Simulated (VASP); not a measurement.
Input of a VASP 6.6.1 run:

File INCAR:

```
ALGO = Normal
EDIFF = 1E-6
ENCUT = 520
ISIF = 2
ISMEAR = 0
LASPH = True
LCHARG = False
LREAL = False
LWAVE = False
NBANDS = 16
NELM = 80
PREC = Accurate
SIGMA = 0.01
```

The input KPOINTS:

```
k-points
0
Gamma
  8 8 8
```

POSCAR

```
CdS
1.0
    2.7718631311      2.7718631311      0.0000000000
   -2.7718631311      2.7718631311      0.0000000000
    0.0000000000      2.7718631311      2.7718631311
Cd S
1 1
Direct
    0.0000000000      0.0000000000      0.0000000000
    0.7500000000      0.2500000000      0.5000000000
```

Potentials or basis: VASP PAW LDA potentials, release 64 (Cd, S).

Launch:

```sh
$ cat potpaw_LDA.64/Cd/POTCAR potpaw_LDA.64/S/POTCAR > POTCAR
$ mpirun -np 1 vasp_std > vasp.out
```

(1) What does it give for the band gap on the k mesh?

(2) What does it give for the pressure?

## Answers

(1) 1.21 eV, direct.

(2) 10.9 GPa.
